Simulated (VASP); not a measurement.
Wanted: the native input for a VASP 6.6.1 run.

| Item | Value |
| --- | --- |
| Task | relaxation of cell and atoms |
| Functional | PBEsol |
| Potentials or basis | VASP PAW PBE potentials, release 64 (Hf_pv, N) |
| Cutoff | 600 eV |
| k mesh | 10 × 10 × 10 |
| Occupations | fermi-dirac, width 0.05 eV |
| Spin | no spin polarisation |
| Dipole correction | no |
| Further INCAR settings | ALGO = Normal; EDIFF = 1e-07; IBRION = 2; EDIFFG = -0.005; NSW = 80; ISIF = 3 |

The structure of HfN lies in POSCAR:

```
HfN
1.0
    0.0000000000      2.2560000000      2.2560000000
    2.2560000000      0.0000000000      2.2560000000
    2.2560000000      2.2560000000      0.0000000000
Hf N
1 1
Direct
    0.0000000000      0.0000000000      0.0000000000
    0.5000000000      0.5000000000      0.5000000000
```

One way to write it, as run:

INCAR

```
ALGO     = Normal         # electronic algorithm
EDIFF    = 1E-7           # SCF threshold, eV
EDIFFG   = -0.005         # ionic threshold
ENCUT    = 600            # plane-wave cutoff, eV
GGA      = PS             # functional
GGA_COMPAT= F            
IBRION   = 2              # ionic algorithm
ISIF     = 3              # what is computed and relaxed
ISMEAR   = -1             # smearing method
LASPH    = T              # aspherical terms in the spheres
LCHARG   = F              # write CHGCAR
LREAL    = F              # projectors in reciprocal space
LWAVE    = F              # write WAVECAR
NELM     = 120            # most SCF steps
NELMIN   = 4            
NSW      = 80             # ionic steps
PREC     = Accurate       # precision mode
SIGMA    = 0.05           # smearing width, eV
```

KPOINTS

```
k-points
0
Gamma
  10 10 10
```

Potentials or basis: VASP PAW PBE potentials, release 64 (Hf_pv, N).

Launch:

```console
$ cat potpaw_PBE.64/Hf_pv/POTCAR potpaw_PBE.64/N/POTCAR > POTCAR
$ mpirun -np 1 vasp_std > vasp.out
```

It gave:

| Item | Value |
| --- | --- |
| Relaxed volume | 11.31 Å³/atom |
| Relaxed cell | a = 3.175 Å, b = 3.175 Å, c = 3.175 Å, α = 60.00°, β = 60.00°, γ = 60.00° |
| Space group after relaxing (to 0.1 Å) | Fm-3m (No. 225) |
| Energy gained by relaxing | 2.2 meV/atom |
| Ionic steps | 3 |
| Pressure after relaxing | 0.0 GPa |
| Band gap on the k mesh | zero (an odd number of electrons rules out a gap without spin polarisation) |

Caveat: the PAW data sets were made with another functional, which shifts forces and pressure a little; spin-orbit coupling is left out, which moves the levels of the heavy elements.

Run time: 41 s on 1 thread of AMD EPYC 7R13 Processor (Zen 3), on a shared host, peak memory 0.15 GiB.
